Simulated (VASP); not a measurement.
Set up this calculation in VASP 6.6.1, as the native input.

```
Task                   : single point
Functional             : PBE
Potentials or basis    : VASP PAW PBE potentials, release 64 (Rh_pv)
Cutoff                 : 520 eV
k mesh                 : 24 × 24 × 24
Occupations            : gaussian, width 0.1 eV
Spin                   : no spin polarisation
Dipole correction      : no
Further INCAR settings : ALGO = Normal; EDIFF = 1e-06; NBANDS = 14
```

The structure of Rh lies in POSCAR:

```
Rh
1.0
    0.0000000000      1.9765746891      1.9765746891
    1.9765746891      0.0000000000      1.9765746891
    1.9765746891      1.9765746891      0.0000000000
Rh
1
Direct
    0.0000000000      0.0000000000      0.0000000000
```

One way to write it, as run:

INCAR

```
SYSTEM = Rh
PREC = Accurate
ENCUT = 520
EDIFF = 1E-6
ISMEAR = 0
SIGMA = 0.1
LREAL = .FALSE.
LASPH = .TRUE.
NELM = 100
ALGO = Normal
ISIF = 2
LWAVE = .FALSE.
LCHARG = .FALSE.
GGA = PE
NBANDS = 14
```

KPOINTS

```
regular mesh
0
G
  24 24 24
  0 0 0
```

Potentials or basis: VASP PAW PBE potentials, release 64 (Rh_pv).

The run is started by

```bash
$ cat potpaw_PBE.64/Rh_pv/POTCAR > POTCAR
$ mpirun -np 1 vasp_std > vasp.out
```

It gave:

```
Pressure               : -19.0 GPa
Band gap on the k mesh : zero (an odd number of electrons rules out a gap without spin polarisation)
```

Caveat: the cell stands under tension.

Run time: 74 s on 1 thread of Intel Xeon 8259CL (shared host), peak memory 0.21 GiB.
